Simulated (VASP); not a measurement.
Set up this calculation in VASP 6.6.1, as the native input.

| Property | Result |
| --- | --- |
| Task | single point |
| Functional | PBE |
| Potentials or basis | VASP PAW PBE potentials, release 64 (Na_pv, S) |
| Cutoff | 520 eV |
| k mesh | 8 × 8 × 8 |
| Occupations | gaussian, width 0.1 eV |
| Spin | no spin polarisation |
| Dipole correction | no |
| Further INCAR settings | ALGO = Normal; EDIFF = 1e-07; NBANDS = 30 |

The structure of NaS6 lies in POSCAR:

```
NaS6
1.0
    0.0000000000      3.9852635932      3.9852635932
    3.9852635932      0.0000000000      3.9852635932
    3.9852635932      3.9852635932      0.0000000000
Na S
1 6
Direct
    0.5000000000      0.5000000000      0.5000000000
    0.5000000000      0.0000000000      0.0000000000
    0.0000000000      0.5000000000      0.5000000000
    0.0000000000      0.5000000000      0.0000000000
    0.5000000000      0.0000000000      0.5000000000
    0.0000000000      0.0000000000      0.5000000000
    0.5000000000      0.5000000000      0.0000000000
```

The cell was built from a structure type or drawn by symmetry, and may not be a known phase.

The input as run:

INCAR

```
PREC = Accurate
ENCUT = 520
EDIFF = 1E-7
ISMEAR = 0
SIGMA = 0.1
LREAL = F
LASPH = T
NELM = 60
ALGO = Normal
ISIF = 2
LWAVE = F
LCHARG = F
GGA = PE
NBANDS = 30
```

KPOINTS

```
Automatic mesh
0
Gamma
  8 8 8
```

Potentials or basis: VASP PAW PBE potentials, release 64 (Na_pv, S).

Command:

```bash
$ cat potpaw_PBE.64/Na_pv/POTCAR potpaw_PBE.64/S/POTCAR > POTCAR
$ mpirun -np 1 vasp_std > vasp.out
```

It gave:

* Pressure: 0.0 GPa
* Band gap on the k mesh: zero (an odd number of electrons rules out a gap without spin polarisation)

It took 58 s on 1 thread of Intel(R) Xeon(R) 6975P-C (Granite Rapids), on a shared host, peak memory 0.28 GiB.
